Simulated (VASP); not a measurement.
# Sr (P6_3/mmc) in VASP: a series of runs

Runs on Sr. Level: PBE. Tasks: single point.

Program: VASP 6.6.1. These are calculated values, not measurements. Logs are shortened: lines on timing, memory, paths and dates and some standing lists are left out, and cuts for length are marked.

### 1 The cell of the first run

It takes space group P6_3/mmc (No. 194, hexagonal). The conventional cell has a = 4.212 Å, b = 4.212 Å, c = 6.904 Å, α = 90.00°, β = 90.00°, γ = 120.00°. Sr (site symmetry -6m2) has 12 Sr at 4.21 to 4.22 Å within 5.5 Å.

### 2 Single point, PBE (volume scaled by 0.96)

File INCAR:

```
  PREC = Accurate
  ENCUT = 520
  EDIFF = 1E-6
  ISMEAR = -1
  SIGMA = 0.08
  LREAL = False
  LASPH = True
  NELM = 80
  ALGO = Normal
  ISIF = 2
  LWAVE = False
  LCHARG = False
  GGA = PE
  NBANDS = 17
```

File KPOINTS:

```
Automatic mesh
0
Gamma
  11 11 6
```

File POSCAR:

```
Sr
1.0
    4.2119169548      0.0000000000      0.0000000000
   -2.1059584774      3.6476270815      0.0000000000
    0.0000000000      0.0000000000      6.9040938991
Sr
2
Direct
    0.3333333333      0.6666666667      0.2500000000
    0.6666666667      0.3333333333      0.7500000000
```

Potentials or basis: VASP PAW PBE potentials, release 64 (Sr_sv).

The run is started by

```sh
cat potpaw_PBE.64/Sr_sv/POTCAR > POTCAR
mpirun -np 1 vasp_std > vasp.out
```

OUTCAR:

```text
PREC = Accurate
   ENCUT = 520
   EDIFF = 1E-6
   ISMEAR = -1
   LREAL = False
   LASPH = True
   NELM = 80
   ISIF = 2
   GGA = PE

 ion  position               nearest neighbor table
   1  0.333  0.667  0.250-   2 4.22   2 4.22   2 4.22   2 4.22   2 4.22   2 4.22
   2  0.667  0.333  0.750-   1 4.22   1 4.22   1 4.22   1 4.22   1 4.22   1 4.22

  LATTYP: Found a hexagonal cell.
 ALAT       =     4.2119169548
 C/A-ratio  =     1.6391809177

  Lattice vectors:

 A1 = (   4.2119169548,   0.0000000000,   0.0000000000)
 A2 = (  -2.1059584774,   3.6476270815,   0.0000000000)
 A3 = (   0.0000000000,   0.0000000000,   6.9040938991)

Analysis of symmetry for initial positions (statically):
=====================================================================
 Subroutine PRICEL returns:
 Original cell was already a primitive cell.

 Routine SETGRP: Setting up the symmetry group for a
 hexagonal supercell.

 Subroutine GETGRP returns: Found 24 space group operations
 (whereof 12 operations were pure point group operations)
 out of a pool of 24 trial point group operations.

The static configuration has the point symmetry D_3d.
 The point group associated with its full space group is D_6h.

Analysis of symmetry for dynamics (positions and initial velocities):
=====================================================================
 Subroutine PRICEL returns:
 Original cell was already a primitive cell.

 Routine SETGRP: Setting up the symmetry group for a
 hexagonal supercell.

 Subroutine GETGRP returns: Found 24 space group operations
 (whereof 12 operations were pure point group operations)
 out of a pool of 24 trial point group operations.

The dynamic configuration has the point symmetry D_3d.
 The point group associated with its full space group is D_6h.

 Subroutine INISYM returns: Found 24 space group operations
 (whereof 12 operations are pure point group operations),
 and found     1 'primitive' translations

----------------------------------------------------------------------------------------

                                     Primitive cell

  volume of cell :     106.0711

  direct lattice vectors                    reciprocal lattice vectors
     4.211916955  0.000000000  0.000000000     0.237421585  0.137075416  0.000000000
    -2.105958477  3.647627082  0.000000000     0.000000000  0.274150832  0.000000000
     0.000000000  0.000000000  6.904093899     0.000000000  0.000000000  0.144841599

  length of vectors
     4.211916955  4.211916955  6.904093899     0.274150832  0.274150832  0.144841599
[... 75 lines left out ...]
   ISPIN  =      1    spin polarized calculation?
   LNONCOLLINEAR =      F non collinear calculations
   LSORBIT =      F    spin-orbit coupling
   LASPH  =      T    aspherical Exc in radial PAW
   ENCUT  =  520.0 eV  38.22 Ry    6.18 a.u.   7.83  7.83 12.84*2*pi/ulx,y,z
   NELM   =     80;   NELMIN=  2; NELMDL= -5     # of ELM steps
   EDIFF  = 0.1E-05   stopping-criterion for ELM
   LREAL  =      F    real-space projection
   EDIFFG = 0.1E-04   stopping-criterion for IOM
   NSW    =      0    number of steps for IOM
   IBRION =     -1    ionic relax: 0-MD 1-quasi-New 2-CG
   NFREE  =      0    steps in history (QN), initial steepest desc. (CG)
   ISIF   =      2    stress and relaxation
   ISYM   =      2    0-nonsym 1-usesym 2-fastsym
   POTIM  = 0.5000    time-step for ionic-motion
   TEBEG  =    0.0;   TEEND  =   0.0 temperature during run
   PSTRESS=    0.0 pullay stress
   NELECT =      20.0000    total number of electrons
   NUPDOWN=      -1.0000    fix difference up-down
   EMIN   =  10.00;   EMAX   =-10.00  energy-range for DOS
   EFERMI =   0.00;   METHOD = LEGACY
   ISMEAR =    -1;   SIGMA  =   0.08  broadening in eV -4-tet -1-fermi 0-gaus
   EFERMI_NEDOS =   21; number of points for ismear=-14 and -15
   IALGO  =     38    algorithm
   IMIX   =      4    mixing-type and parameters
     AMIX     =   0.40;   BMIX     =  1.00
     AMIX_MAG =   1.60;   BMIX_MAG =  1.00
  volume/ion in A,a.u.               =      53.04       357.90
  Fermi-wavevector in a.u.,A,eV,Ry     =   0.938756  1.773991 11.990297  0.881262
  Thomas-Fermi vector in A             =   2.065999
   LORBIT       =      0    0 simple, 1 ext, 2 COOP (PROOUT), +10 PAW based schemes
   GGA     = PE    functional components
   LHFCALC =     F    Hartree Fock is set to
   AEXX    =    0.0000 exact exchange contribution
   IVDW    =     0    specifies the selected vdW correction
   LEPSILON=     F    determine dielectric tensor
   LRPA    =     F    only Hartree local field effects (RPA)
 non-spin polarized calculation
  energy-cutoff  :      520.00
  volume of cell :      106.07
 maximum number of plane-waves:      2874
 NGX is ok and might be reduce to    32
   NGX = 15   NGY = 15   NGZ = 25

 number of electron      20.0000000 magnetization

 Free energy of the ion-electron system (eV)
  ---------------------------------------------------
  ext. energy  EPLUGINS =         0.00000000
  ---------------------------------------------------
  free energy    TOTEN  =        -3.28945914 eV

  energy without entropy =       -3.23318970  energy(sigma->0) =       -3.26132442

 E-fermi :   1.7079     XC(G=0):  -7.4605

 val. band max:        1.6673241111   @ k =   0.3636   0.0909   0.0000
 cond. band min:       1.7243105509   @ k =   0.2727   0.0000   0.0000
 fundamental gap:      0.0569864397
 Fermi energy:         1.7078598222

 k-point     1 :       0.0000    0.0000    0.0000
  band No.  band energies     occupation
      1     -34.8299      2.00000
      2     -34.8136      2.00000
      3     -16.9297      2.00000
      4     -16.7424      2.00000
      5     -16.7424      2.00000
      6     -16.7127      2.00000
[... 457 lines left out ...]
      4     -16.8124      2.00000
      5     -16.8035      2.00000
      6     -16.7643      2.00000
[... 9 lines left out ...]
     16       4.7734      0.00000
     17       5.0149      0.00000

 [... further k-points ...]
[... 5 lines left out ...]
  --------------------------------------------------------------------------------------
  -------------------------------------------------------------------------------------
  Total        0.3448537      0.3448537      0.3555250      0.0000000     -0.0000000      0.0000000
  in kB        5.2089297      5.2089297      5.3701181      0.0000000     -0.0000000      0.0000000
  external PRESSURE =       5.2626592 kB  Pullay stress =       0.0000000 kB

 VOLUME and BASIS-vectors are now :
 -----------------------------------------------------------------------------
  energy-cutoff  :      520.00
  volume of cell :      106.07
      direct lattice vectors                 reciprocal lattice vectors
     4.211916955  0.000000000  0.000000000     0.237421585  0.137075416  0.000000000
    -2.105958477  3.647627082  0.000000000     0.000000000  0.274150832  0.000000000
     0.000000000  0.000000000  6.904093899     0.000000000  0.000000000  0.144841599

 POSITION                                       TOTAL-FORCE (eV/Angst)
 -----------------------------------------------------------------------------------
     -0.00000      2.43175      1.72602         0.000000      0.000000      0.000000
      2.10596      1.21588      5.17807        -0.000000     -0.000000      0.000000
 -----------------------------------------------------------------------------------
    total drift:                                0.000000     -0.000000      0.000000

  FREE ENERGIE OF THE ION-ELECTRON SYSTEM (eV)
  ---------------------------------------------------
  free  energy   TOTEN  =        -3.2894591449 eV

  energy  without entropy=       -3.2331897037  energy(sigma->0) =       -3.26132442
```

OSZICAR:

```text
N       E                     dE             d eps       ncg     rms          rms(c)
DAV:   1     0.106567523668E+03    0.10657E+03   -0.93887E+03  2184   0.992E+02
DAV:   2     0.513625251200E+01   -0.10143E+03   -0.99894E+02  2814   0.230E+02
DAV:   3    -0.312707377710E+01   -0.82633E+01   -0.82299E+01  3959   0.463E+01
DAV:   4    -0.328562344378E+01   -0.15855E+00   -0.15827E+00  2955   0.614E+00
DAV:   5    -0.328927997951E+01   -0.36565E-02   -0.36561E-02  3538   0.688E-01    0.164E+01
DAV:   6    -0.328899484338E+01    0.28514E-03   -0.13176E-02  2892   0.118E+00    0.932E+00
DAV:   7    -0.328930212549E+01   -0.30728E-03   -0.23110E-02  2522   0.154E+00    0.415E-01
DAV:   8    -0.328938203549E+01   -0.79910E-04   -0.31101E-03  3514   0.268E-01    0.132E-01
DAV:   9    -0.328943063285E+01   -0.48597E-04   -0.10902E-04  3039   0.555E-02    0.473E-02
DAV:  10    -0.328946106835E+01   -0.30435E-04   -0.17229E-05  2771   0.319E-02    0.265E-02
DAV:  11    -0.328945994769E+01    0.11207E-05   -0.68397E-07  2251   0.584E-03    0.362E-03
DAV:  12    -0.328945914486E+01    0.80283E-06   -0.39309E-07  1805   0.403E-03
   1 F= -.32894591E+01 E0= -.32613244E+01  d E =-.562694E-01
```

Wall time 66 s (1 thread of Intel Xeon Platinum 8259CL at 2.50GHz (Skylake/Cascade Lake), shared host); peak memory 0.27 GiB.

Results:

* Free energy: -3.2895 eV
* Pressure: 0.5 GPa
* Band gap on the k mesh: zero (band 10 reaches 1.82 eV, above the bottom of band 11 at 1.72 eV)

Caveat: the cell differs from its parent crystal (volume scaled by 0.96).

### 3 Single point, PBE (volume scaled by 0.98)

File INCAR:

```
PREC = Accurate
ENCUT = 520
EDIFF = 1E-6
ISMEAR = -1
SIGMA = 0.08
LREAL = F
LASPH = T
NELM = 60
ALGO = Normal
ISIF = 2
LWAVE = F
LCHARG = F
GGA = PE
NBANDS = 17
```

KPOINTS is that of step 2.

File POSCAR:

```
Sr
1.0
    4.2409655759      0.0000000000      0.0000000000
   -2.1204827880      3.6727839253      0.0000000000
    0.0000000000      0.0000000000      6.9517098444
Sr
2
Direct
    0.3333333333      0.6666666667      0.2500000000
    0.6666666667      0.3333333333      0.7500000000
```

Potentials or basis: VASP PAW PBE potentials, release 64 (Sr_sv).

The run is started by

```sh
cat potpaw_PBE.64/Sr_sv/POTCAR > POTCAR
mpirun -np 1 vasp_std > vasp.out
```

Wall time 68 s (1 thread of Intel Xeon Platinum 8259CL at 2.50GHz (Skylake/Cascade Lake), shared host); peak memory 0.27 GiB.

Results (log left out):

| Item | Value |
| --- | --- |
| Free energy | -3.2950 eV |
| Pressure | 0.3 GPa |
| Band gap on the k mesh | zero (band 10 reaches 1.75 eV, above the bottom of band 11 at 1.65 eV) |

Levels at points of the mesh, in eV from the Fermi level:
```tsv
k point	band 6	band 7	band 8	band 9	band 10	band 11	band 12	band 13	band 14	band 15
(0.00, 0.00, 0.00)	-18.47	-18.47	-18.46	-3.67	-1.14	0.07	2.31	2.33	2.33	2.74
(0.00, 0.00, 0.50)	-18.48	-18.48	-18.48	-2.72	-2.72	1.28	1.28	2.32	2.32	2.32
```

Caveat: the cell differs from its parent crystal (volume scaled by 0.98).

### 4 Single point, PBE

This run uses another cell than the first one, of 55.25 Å³/atom, 1.042 times its volume.

File INCAR:

```
SYSTEM = Sr
ALGO = Normal
EDIFF = 1E-6
ENCUT = 520
GGA = PE
ISIF = 2
ISMEAR = -1
LASPH = .TRUE.
LCHARG = .TRUE.
LELF = .TRUE.
LREAL = .FALSE.
LVHAR = .TRUE.
LWAVE = .FALSE.
NBANDS = 17
NELM = 60
PREC = Accurate
SIGMA = 0.08
```

File KPOINTS:

```
k-points
0
G
  11 11 6
  0 0 0
```

File POSCAR:

```
Sr
1.0
    4.2696216180      0.0000000000      0.0000000000
   -2.1348108090      3.6976007857      0.0000000000
    0.0000000000      0.0000000000      6.9986822818
Sr
2
Direct
    0.3333333333      0.6666666667      0.2500000000
    0.6666666667      0.3333333333      0.7500000000
```

The run is started by

```sh
cat potpaw_PBE.64/Sr_sv/POTCAR > POTCAR
mpirun -np 1 vasp_std > vasp.out
```

Wall time 74 s (1 thread of Intel Xeon Platinum 8259CL at 2.50GHz (Skylake/Cascade Lake), shared host); peak memory 0.28 GiB.

It converged, with:

* Free energy: -3.2970 eV
* Pressure: 0.0 GPa
* Band gap on the k mesh: zero (band 10 reaches 1.68 eV, above the bottom of band 11 at 1.57 eV)

Levels at points of the mesh, in eV from the Fermi level:
```tsv
k point	band 6	band 7	band 8	band 9	band 10	band 11	band 12	band 13	band 14	band 15
(0.00, 0.00, 0.00)	-18.51	-18.51	-18.51	-3.64	-1.14	0.05	2.29	2.30	2.30	2.71
(0.00, 0.00, 0.50)	-18.52	-18.52	-18.52	-2.71	-2.71	1.27	1.27	2.30	2.30	2.30
```

### 5 Single point, PBE (volume scaled by 1.02)

File INCAR:

```
SYSTEM = Sr
PREC = Accurate
ENCUT = 520
EDIFF = 1E-6
ISMEAR = -1
SIGMA = 0.08
LREAL = .FALSE.
LASPH = .TRUE.
NELM = 80
ALGO = Normal
ISIF = 2
LWAVE = .FALSE.
LCHARG = .FALSE.
GGA = PE
NBANDS = 17
```

File KPOINTS:

```
regular mesh
0
G
  11 11 6
  0 0 0
```

File POSCAR:

```
Sr
1.0
    4.2978980819      0.0000000000      0.0000000000
   -2.1489490409      3.7220889218      0.0000000000
    0.0000000000      0.0000000000      7.0450325218
Sr
2
Direct
    0.3333333333      0.6666666667      0.2500000000
    0.6666666667      0.3333333333      0.7500000000
```

The run is started by

```sh
cat potpaw_PBE.64/Sr_sv/POTCAR > POTCAR
mpirun -np 1 vasp_std > vasp.out
```

Run time: 79 s. Hardware: 1 thread of Intel Xeon Platinum 8259CL at 2.50GHz (Skylake/Cascade Lake), shared host; peak memory 0.28 GiB.

It converged, with:

```
Free energy            : -3.2957 eV
Pressure               : -0.2 GPa
Band gap on the k mesh : zero (band 10 reaches 1.62 eV, above the bottom of band 11 at 1.50 eV)
```

Levels at points of the mesh, in eV from the Fermi level:
```csv
k point,band 8,band 9,band 10,band 11,band 12,band 13
"(0.00, 0.00, 0.00)",-18.55,-3.61,-1.13,0.02,2.27,2.28
"(0.00, 0.00, 0.50)",-18.56,-2.69,-2.69,1.26,1.26,2.28
```

Caveat: the cell differs from its parent crystal (volume scaled by 1.02).

### 6 Overview

```tsv
cell	gap on the mesh (eV)	pressure (GPa)
a = 4.212, b = 4.212, c = 6.904 Å, angles 90.0, 90.0, 120.0°, 2 atoms	none	0.5
a = 4.241, b = 4.241, c = 6.952 Å, angles 90.0, 90.0, 120.0°, 2 atoms	none	0.3
a = 4.270, b = 4.270, c = 6.999 Å, angles 90.0, 90.0, 120.0°, 2 atoms	none	0.0
a = 4.298, b = 4.298, c = 7.045 Å, angles 90.0, 90.0, 120.0°, 2 atoms	none	-0.2
```

Alike in all rows: task single point; level PBE; potentials or basis VASP PAW PBE potentials, release 64 (Sr_sv); no spin polarisation; k mesh 11 × 11 × 6; cutoff (eV) 520; smearing fermi-dirac 0.08 eV.

Absolute energies hang on the potentials; compare differences alone.
